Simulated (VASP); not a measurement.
A run of VASP 6.6.1 is set up as follows.

The input POSCAR:

```
PtS2
1.0
    3.5194194177      0.0000000000      0.0000000000
   -1.7597097089      3.0479066223      0.0000000000
    0.0000000000      0.0000000000      5.0049815314
Pt S
1 2
Direct
    0.0000000000      0.0000000000      0.0000000000
    0.6666666667      0.3333333333      0.7730000000
    0.3333333333      0.6666666667      0.2270000000
```

The input INCAR.step1:

```
  PREC = Accurate
  ENCUT = 520
  ISMEAR = -1
  SIGMA = 0.05
  LREAL = False
  LASPH = True
  NELM = 100
  NBANDS = 18
  GGA = PE
  ALGO = Normal
  EDIFF = 1E-4
  LWAVE = True
  LCHARG = False
```

Contents of INCAR.step2:

```
  PREC = Accurate
  ENCUT = 520
  EDIFF = 1E-6
  ISMEAR = -1
  SIGMA = 0.05
  LREAL = False
  LASPH = True
  NELM = 100
  ALGO = Normal
  ISIF = 2
  LWAVE = False
  LCHARG = True
  METAGGA = R2SCAN
  LMIXTAU = True
  LELF = True
  LVHAR = True
  NBANDS = 18
  ISTART = 1
```

The input KPOINTS:

```
Automatic mesh
0
Gamma
  7 7 5
```

Potentials or basis: VASP PAW PBE potentials, release 64 (Pt, S).

Launch:

```sh
$ cat potpaw_PBE.64/Pt/POTCAR potpaw_PBE.64/S/POTCAR > POTCAR
$ cp INCAR.step1 INCAR
$ mpirun -np 1 vasp_std > vasp.out
$ cp INCAR.step2 INCAR
$ mpirun -np 1 vasp_std > vasp.out
```

(1) Predict the pressure.

(2) What does it give for the largest force?

(3) Estimate the band gap on the k mesh.

Results:

(1) 13.0 GPa.

(2) 1.538 eV/Å.

(3) 1.07 eV, indirect (least direct gap 1.37 eV).

Caveat: the PAW data sets were made with another functional, which shifts forces and pressure a little; spin-orbit coupling is left out, which moves the levels of the heavy elements.
